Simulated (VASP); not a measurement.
Input of a VASP 6.6.1 run:

INCAR

```
SYSTEM = W
  PREC = Accurate
  ENCUT = 520
  EDIFF = 1E-6
  ISMEAR = -1
  SIGMA = 0.05
  LREAL = .False.
  LASPH = .True.
  NELM = 150
  ALGO = Normal
  ISIF = 2
  LWAVE = .False.
  LCHARG = .False.
  MAGMOM = 0 0 0
  LORBIT = 11
  LSORBIT = .True.
  GGA_COMPAT = .False.
  LORBMOM = .True.
  LMAXMIX = 4
  GGA = CA
  NBANDS = 25
```

Contents of KPOINTS:

```
Automatic mesh
0
Gamma
  8 8 8
  0 0 0
```

File POSCAR:

```
W
1.0
    0.0000000000      2.0300000000      2.0300000000
    2.0300000000      0.0000000000      2.0300000000
    2.0300000000      2.0300000000      0.0000000000
W
1
Direct
    0.0000000000      0.0000000000      0.0000000000
```

Potentials or basis: VASP PAW LDA potentials, release 64 (W_sv).

Command:

```bash
$ cat potpaw_LDA.64/W_sv/POTCAR > POTCAR
$ mpirun -np 1 vasp_ncl > vasp.out
```

**Question.** Predict the net moment.

**Answer.** 0.00 μB per cell.

**Question.** Estimate the pressure.

**Answer.** -15.0 GPa.

Moments on the atoms (μB; x, y, z):
```
W   0.00 0.00 0.00
```
